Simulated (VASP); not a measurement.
# SiGe2S (P4/mmm) in VASP: single point with PBE

Aim: the single point of SiGe2S with PBE.

Everything below comes from runs of VASP 6.6.1. Logs are shortened: lines on timing, memory, paths and dates and some standing lists are left out, and cuts for length are marked.

### Step 1. The cell of the first run

It takes space group P4/mmm (No. 123, tetragonal). Conventional cell: a = 3.424 Å, b = 3.424 Å, c = 7.317 Å, α = 90.00°, β = 90.00°, γ = 90.00°. Within 3.7 Å of Si (site symmetry 4/mmm) lie 8 Ge at 2.79 Å and 4 Si at 3.42 Å. Ge (site symmetry 4mm) has 1 S at 2.26 Å and 1 Ge at 2.79 Å and 4 Si at 2.79 Å within 3.0 Å. Within 3.0 Å of S (site symmetry 4/mmm) lie 2 Ge at 2.26 Å.

The cell was generated, and may not be a known phase.

### Step 2. Single point, PBE

Contents of INCAR:

```
ALGO     = Normal         # electronic algorithm
EDIFF    = 1E-7           # SCF threshold, eV
ENCUT    = 520            # plane-wave cutoff, eV
GGA      = PE             # functional
ISIF     = 2              # what is computed and relaxed
ISMEAR   = 0              # smearing method
LASPH    = True           # aspherical terms in the spheres
LCHARG   = False          # write CHGCAR
LREAL    = False          # projectors in reciprocal space
LWAVE    = False          # write WAVECAR
NBANDS   = 27             # bands
NELM     = 100            # most SCF steps
PREC     = Accurate       # precision mode
SIGMA    = 0.1            # smearing width, eV
```

Contents of KPOINTS:

```
k-points
0
Gamma
  14 14 6
```

Contents of POSCAR:

```
SiGe2S
1.0
    3.4235128179      0.0000000000      0.0000000000
    0.0000000000      3.4235128179      0.0000000000
    0.0000000000      0.0000000000      7.3168940046
Si Ge S
1 2 1
Direct
    0.0000000000      0.0000000000      0.5000000000
    0.5000000000      0.5000000000      0.3092314099
    0.5000000000      0.5000000000      0.6907685901
    0.5000000000      0.5000000000      0.0000000000
```

Potentials or basis: VASP PAW PBE potentials, release 64 (Si, Ge_d, S).

Launch:

```
$ cat potpaw_PBE.64/Si/POTCAR potpaw_PBE.64/Ge_d/POTCAR potpaw_PBE.64/S/POTCAR > POTCAR
$ mpirun -np 1 vasp_std > vasp.out
```

OUTCAR:

```text
EDIFF = 1E-7
   ENCUT = 520
   GGA = PE
   ISIF = 2
   ISMEAR = 0
   LASPH = True
   LREAL = False
   NELM = 100
   PREC = Accurate

 ion  position               nearest neighbor table
   1  0.000  0.000  0.500-   2 2.79   3 2.79   2 2.79   3 2.79   2 2.79   3 2.79   2 2.79   3 2.79

   2  0.500  0.500  0.309-   4 2.26   3 2.79   1 2.79   1 2.79   1 2.79   1 2.79
   3  0.500  0.500  0.691-   4 2.26   2 2.79   1 2.79   1 2.79   1 2.79   1 2.79
   4  0.500  0.500  0.000-   2 2.26   3 2.26

  LATTYP: Found a simple tetragonal cell.
 ALAT       =     3.4235128179
 C/A-ratio  =     2.1372474396

  Lattice vectors:

 A1 = (   3.4235128179,   0.0000000000,   0.0000000000)
 A2 = (   0.0000000000,   3.4235128179,   0.0000000000)
 A3 = (   0.0000000000,   0.0000000000,   7.3168940046)

Analysis of symmetry for initial positions (statically):
=====================================================================
 Subroutine PRICEL returns:
 Original cell was already a primitive cell.

 Routine SETGRP: Setting up the symmetry group for a
 simple tetragonal supercell.

 Subroutine GETGRP returns: Found 16 space group operations
 (whereof 16 operations were pure point group operations)
 out of a pool of 16 trial point group operations.

The static configuration has the point symmetry D_4h.

Analysis of symmetry for dynamics (positions and initial velocities):
=====================================================================
 Subroutine PRICEL returns:
 Original cell was already a primitive cell.

 Routine SETGRP: Setting up the symmetry group for a
 simple tetragonal supercell.

 Subroutine GETGRP returns: Found 16 space group operations
 (whereof 16 operations were pure point group operations)
 out of a pool of 16 trial point group operations.

The dynamic configuration has the point symmetry D_4h.

 Subroutine INISYM returns: Found 16 space group operations
 (whereof 16 operations are pure point group operations),
 and found     1 'primitive' translations

----------------------------------------------------------------------------------------

                                     Primitive cell

  volume of cell :      85.7572

  direct lattice vectors                    reciprocal lattice vectors
     3.423512818  0.000000000  0.000000000     0.292097636  0.000000000  0.000000000
     0.000000000  3.423512818  0.000000000     0.000000000  0.292097636  0.000000000
     0.000000000  0.000000000  7.316894005     0.000000000  0.000000000  0.136670013

  length of vectors
     3.423512818  3.423512818  7.316894005     0.292097636  0.292097636  0.136670013

  position of ions in fractional coordinates (direct lattice)
     0.000000000  0.000000000  0.500000000
     0.500000000  0.500000000  0.309231410
     0.500000000  0.500000000  0.690768590
     0.500000000  0.500000000  0.000000000

  ion indices of the primitive-cell ions
   primitive index   ion index
                 1           1
                 2           2
                 3           3
                 4           4

----------------------------------------------------------------------------------------

 KPOINTS: k-points

Automatic generation of k-mesh.
 Grid dimensions read from file:
 generate k-points for:   14   14    6

 Generating k-lattice:

  Cartesian coordinates                     Fractional coordinates (reciprocal lattice)
     0.020864117  0.000000000  0.000000000     0.071428571  0.000000000  0.000000000
     0.000000000  0.020864117  0.000000000     0.000000000  0.071428571  0.000000000
     0.000000000  0.000000000  0.022778336     0.000000000  0.000000000  0.166666667

  Length of vectors
     0.020864117  0.020864117  0.022778336

  Shift w.r.t. Gamma in fractional coordinates (k-lattice)
     0.000000000  0.000000000  0.000000000

 Subroutine IBZKPT returns following result:
 ===========================================

 Found    144 irreducible k-points:

 Following reciprocal coordinates:
            Coordinates               Weight
  0.000000  0.000000  0.000000      1.000000
  0.071429  0.000000  0.000000      4.000000
  0.142857  0.000000  0.000000      4.000000
  0.214286  0.000000  0.000000      4.000000
  0.285714  0.000000  0.000000      4.000000
  0.357143  0.000000  0.000000      4.000000
[... 16 lines left out ...]
  0.285714  0.214286  0.000000      8.000000
  0.357143  0.214286  0.000000      8.000000
 [... further k-points ...]
   k-points           NKPTS =    144   k-points in BZ     NKDIM =    144   number of bands    NBANDS=     27
   number of dos      NEDOS =    301   number of ions     NIONS =      4
   total plane-waves  NPLWV =  42336
   dimension x,y,z NGX =    28 NGY =   28 NGZ =   54
   dimension x,y,z NGXF=    56 NGYF=   56 NGZF=  108
   ions per type =               1   2   1
   NGX,Y,Z   is equivalent  to a cutoff of  13.60, 13.60, 12.27 a.u.
   NGXF,Y,Z  is equivalent  to a cutoff of  27.19, 27.19, 24.54 a.u.
 SYSTEM =  unknown system
   PREC   = accura    normal or accurate (medium, high low for compatibility)
   ISTART =      0    job   : 0-new  1-cont  2-samecut
   ICHARG =      2    charge: 1-file 2-atom 10-const
   ISPIN  =      1    spin polarized calculation?
   LNONCOLLINEAR =      F non collinear calculations
   LSORBIT =      F    spin-orbit coupling
   LASPH  =      T    aspherical Exc in radial PAW
   ENCUT  =  520.0 eV  38.22 Ry    6.18 a.u.   6.37  6.37 13.60*2*pi/ulx,y,z
   NELM   =    100;   NELMIN=  2; NELMDL= -5     # of ELM steps
   EDIFF  = 0.1E-06   stopping-criterion for ELM
   LREAL  =      F    real-space projection
   EDIFFG = 0.1E-05   stopping-criterion for IOM
   NSW    =      0    number of steps for IOM
   IBRION =     -1    ionic relax: 0-MD 1-quasi-New 2-CG
   NFREE  =      0    steps in history (QN), initial steepest desc. (CG)
   ISIF   =      2    stress and relaxation
   ISYM   =      2    0-nonsym 1-usesym 2-fastsym
   POTIM  = 0.5000    time-step for ionic-motion
   TEBEG  =    0.0;   TEEND  =   0.0 temperature during run
   PSTRESS=    0.0 pullay stress
   NELECT =      38.0000    total number of electrons
   NUPDOWN=      -1.0000    fix difference up-down
   EMIN   =  10.00;   EMAX   =-10.00  energy-range for DOS
   EFERMI =   0.00;   METHOD = LEGACY
   ISMEAR =     0;   SIGMA  =   0.10  broadening in eV -4-tet -1-fermi 0-gaus
   EFERMI_NEDOS =   21; number of points for ismear=-14 and -15
   IALGO  =     38    algorithm
   IMIX   =      4    mixing-type and parameters
     AMIX     =   0.40;   BMIX     =  1.00
     AMIX_MAG =   1.60;   BMIX_MAG =  1.00
  volume/ion in A,a.u.               =      21.44       144.68
  Fermi-wavevector in a.u.,A,eV,Ry     =   1.248090  2.358548 21.194175  1.557728
  Thomas-Fermi vector in A             =   2.382192
   LORBIT       =      0    0 simple, 1 ext, 2 COOP (PROOUT), +10 PAW based schemes
   GGA     = PE    functional components
   LHFCALC =     F    Hartree Fock is set to
   AEXX    =    0.0000 exact exchange contribution
   IVDW    =     0    specifies the selected vdW correction
   LEPSILON=     F    determine dielectric tensor
   LRPA    =     F    only Hartree local field effects (RPA)
 non-spin polarized calculation
 Gauss-broadening in eV      SIGMA  =   0.10
  energy-cutoff  :      520.00
  volume of cell :       85.76
 maximum number of plane-waves:      2332
 NGX is ok and might be reduce to    28
   NGX = 13   NGY = 13   NGZ = 27

 number of electron      38.0000039 magnetization

 Free energy of the ion-electron system (eV)
  ---------------------------------------------------
  ext. energy  EPLUGINS =         0.00000000
  ---------------------------------------------------
  free energy    TOTEN  =       -16.93088337 eV

  energy without entropy =      -16.92189541  energy(sigma->0) =      -16.92638939

 E-fermi :   4.7224     XC(G=0):  -9.8217

 val. band max:        4.7205043449   @ k =   0.2143   0.0000   0.0000
 cond. band min:       4.7248321490   @ k =   0.2143   0.2143   0.3333
 fundamental gap:      0.0043278042
 Fermi energy:         4.7224279127

 k-point     1 :       0.0000    0.0000    0.0000
  band No.  band energies     occupation
      1     -20.0359      2.00000
      2     -19.9605      2.00000
      3     -19.9569      2.00000
      4     -19.9569      2.00000
      5     -19.9557      2.00000
      6     -19.9481      2.00000
[... 19 lines left out ...]
     26      12.6722      0.00000
     27      12.9333      0.00000

 k-point     2 :       0.0714    0.0000    0.0000
  band No.  band energies     occupation
      1     -20.0355      2.00000
      2     -19.9597      2.00000
      3     -19.9573      2.00000
      4     -19.9568      2.00000
      5     -19.9548      2.00000
      6     -19.9476      2.00000
[... 19 lines left out ...]
     26      12.5717      0.00000
     27      12.6812      0.00000

 k-point     3 :       0.1429    0.0000    0.0000
  band No.  band energies     occupation
      1     -20.0347      2.00000
      2     -19.9595      2.00000
      3     -19.9567      2.00000
      4     -19.9565      2.00000
      5     -19.9529      2.00000
      6     -19.9459      2.00000
[... 19 lines left out ...]
     26      12.0235      0.00000
     27      12.0718      0.00000

 k-point     4 :       0.2143    0.0000    0.0000
  band No.  band energies     occupation
      1     -20.0335      2.00000
      2     -19.9617      2.00000
      3     -19.9565      2.00000
      4     -19.9527      2.00000
      5     -19.9514      2.00000
      6     -19.9423      2.00000
[... 19 lines left out ...]
     26      11.5959      0.00000
     27      12.0588      0.00000
[... 516 lines left out ...]
      4     -19.9452      2.00000
      5     -19.9450      2.00000
      6     -19.9422      2.00000
[... 19 lines left out ...]
     26      11.6309      0.00000
     27      13.1479      0.00000

 k-point    23 :       0.2857    0.2143    0.0000
  band No.  band energies     occupation
      1     -20.0297      2.00000
      2     -19.9636      2.00000
      3     -19.9607      2.00000
      4     -19.9471      2.00000
      5     -19.9426      2.00000
      6     -19.9417      2.00000
[... 19 lines left out ...]
     26      11.8716      0.00000
     27      13.1792      0.00000

 k-point    24 :       0.3571    0.2143    0.0000
  band No.  band energies     occupation
      1     -20.0286      2.00000
      2     -19.9658      2.00000
      3     -19.9603      2.00000
      4     -19.9490      2.00000
      5     -19.9442      2.00000
      6     -19.9416      2.00000
[... 19 lines left out ...]
     26      12.1600      0.00000
     27      12.6138      0.00000

 [... further k-points ...]
[... 5 lines left out ...]
  --------------------------------------------------------------------------------------
  -------------------------------------------------------------------------------------
  Total        0.0000337      0.0000337     -0.0648629      0.0000000      0.0000000      0.0000000
  in kB        0.0006294      0.0006294     -1.2118143      0.0000000      0.0000000      0.0000000
  external PRESSURE =      -0.4035185 kB  Pullay stress =       0.0000000 kB

 VOLUME and BASIS-vectors are now :
 -----------------------------------------------------------------------------
  energy-cutoff  :      520.00
  volume of cell :       85.76
      direct lattice vectors                 reciprocal lattice vectors
     3.423512818  0.000000000  0.000000000     0.292097636  0.000000000  0.000000000
     0.000000000  3.423512818  0.000000000     0.000000000  0.292097636  0.000000000
     0.000000000  0.000000000  7.316894005     0.000000000  0.000000000  0.136670013

 POSITION                                       TOTAL-FORCE (eV/Angst)
 -----------------------------------------------------------------------------------
      0.00000      0.00000      3.65845         0.000000      0.000000      0.000000
      1.71176      1.71176      2.26261        -0.000000     -0.000000     -0.018942
      1.71176      1.71176      5.05428         0.000000      0.000000      0.018942
      1.71176      1.71176      0.00000         0.000000      0.000000      0.000000
 -----------------------------------------------------------------------------------
    total drift:                                0.000000      0.000000      0.000000

  FREE ENERGIE OF THE ION-ELECTRON SYSTEM (eV)
  ---------------------------------------------------
  free  energy   TOTEN  =       -16.9308833728 eV

  energy  without entropy=      -16.9218954147  energy(sigma->0) =      -16.92638939
```

Run time: 8.3 min. Hardware: 1 thread of Intel Xeon 8259CL, shared host; peak memory 0.42 GiB.

Results:

| Property | Result |
| --- | --- |
| Free energy | -16.9309 eV |
| Pressure | 0.0 GPa |
| Largest force | 0.019 eV/Å |
| Band gap on the k mesh | zero (bands 19 and 20 overlap by 3.31 eV) |

Forces on the atoms (eV/Å):
```
Si   0.000  0.000  0.000
Ge   0.000  0.000 -0.019
Ge   0.000  0.000  0.019
S    0.000  0.000  0.000
```

Stress tensor (GPa, compression positive):
```
 0.00  0.00  0.00
 0.00  0.00  0.00
 0.00  0.00 -0.12
```
